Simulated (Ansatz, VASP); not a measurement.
# SrO in VASP and in Ansatz

File INCAR:

```
  PREC = Accurate
  ENCUT = 520
  EDIFF = 1E-6
  ISMEAR = -1
  SIGMA = 0.02
  LREAL = F
  LASPH = T
  NELM = 60
  ALGO = Normal
  ISIF = 2
  LWAVE = F
  LCHARG = F
  GGA = PE
  NBANDS = 15
```

KPOINTS

```
Automatic mesh
0
Gamma
  8 8 8
```

POSCAR

```
SrO
1.0
    0.0000000000      2.5698000000      2.4927060000
    2.5698000000      0.0000000000      2.4927060000
    2.5698000000      2.5698000000      0.0000000000
Sr O
1 1
Direct
    0.0000000000      0.0000000000      0.0000000000
    0.5000000000      0.5000000000      0.5000000000
```

Input for Ansatz:

```yaml
crystal:
  lattice:
    - [0.0, 2.5698, 2.492706]
    - [2.5698, 0.0, 2.492706]
    - [2.5698, 2.5698, 0.0]
  atoms:
    - { symbol: Sr, position: [0.0, 0.0, 0.0] }
    - { symbol: O, position: [0.5, 0.5, 0.5] }
kpoints:
  mp_grid: { grid: [8, 8, 8] }
  band_path:
    path:
      - [0.0, 0.0, 0.0]
      - [0.0, 0.5, 0.5]
      - [0.25, 0.75, 0.5]
      - [0.0, 0.5, 0.0]
      - [0.0, 0.0, 0.0]
      - [0.5, 0.5, 0.0]
      - [0.3828515251, 0.6171484749, 0.0]
      - [-0.3828515251, 0.3828515251, 0.0]
      - [0.0, 0.0, 0.0]
    npoints: 5
scf:
  occupations: { method: fermi_dirac, width: 0.02 }
hamiltonian:
  xc: pbe
  pseudopotentials: { kind: all_electron, lapw: { basis_error: 0.00025 } }
output:
  forces: true
  stress: true
  eigenvalues: true
```

Change from the starting cell: zz strain of -3 %.

Alike in both runs: task single point; functional PBE; k mesh 8 × 8 × 8; occupations fermi-dirac, width 0.02 eV; no spin polarisation.

|  | VASP | Ansatz |
| --- | --- | --- |
| version | VASP 6.6.1 | Ansatz 0.2.0 |
| potentials or method | VASP PAW PBE potentials, release 64 (Sr_sv, O), cutoff 520 eV | all-electron LAPW, scalar-relativistic |

Ansatz gave:

* gap on the k mesh at the Fermi level (eV): 3.13
* pressure (GPa): 6.3
* traceless stress, the component that is largest in VASP (GPa): 3.44

Task: Estimate VASP's values.

Result: gap on the k mesh at the Fermi level (eV): 3.08; pressure (GPa): 7.0; traceless stress, the component that is largest in VASP (GPa): 3.62.

Ansatz ran all-electron here, and VASP with PAW potentials.
